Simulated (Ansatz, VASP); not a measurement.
# One calculation of Li2Sc, two programs

```
Li Sc
1.0
     3.01200    0.00000    0.00000
     0.00000    8.23318    0.00000
     0.00000    0.00000    5.48767
Li Sc
4 2
Cartesian
  0.5315 1.3437 0.0000
  2.4805 6.8895 0.0000
  2.4805 1.3437 2.7438
  0.5315 6.8895 2.7438
  1.5060 4.1166 0.0000
  1.5060 4.1166 2.7438
```

Alike in both runs: functional PBE; k mesh 6 × 2 × 4; occupations gaussian, width 0.1 eV; no spin polarisation.

Ansatz relaxed the structure, and its values are those at the end. VASP's run is a single point on that final structure, the one shown.

```csv
,VASP,Ansatz
version,VASP 6.6.1,Ansatz 0.2.0
potentials or method,"VASP PAW PBE potentials, release 64 (Li_sv, Sc_sv), cutoff 520 eV","scalar-relativistic, plane waves, PAW"
valence electrons in the cell,34,34
```

|  | VASP | Ansatz | Ansatz less VASP |
| --- | --- | --- | --- |
| gap on the k mesh at the Fermi level (eV) | none | none | - |
| rms of the force components (eV/Å) | 0.017 | 0.017 | -0.0001 |

A gap of «none» marks a metal or a gap that the smearing closes.

The k mesh is coarse, so the values compare programs but aren't converged. Noted on VASP's run: the cutoff is short for stress, so the pressure is rough.
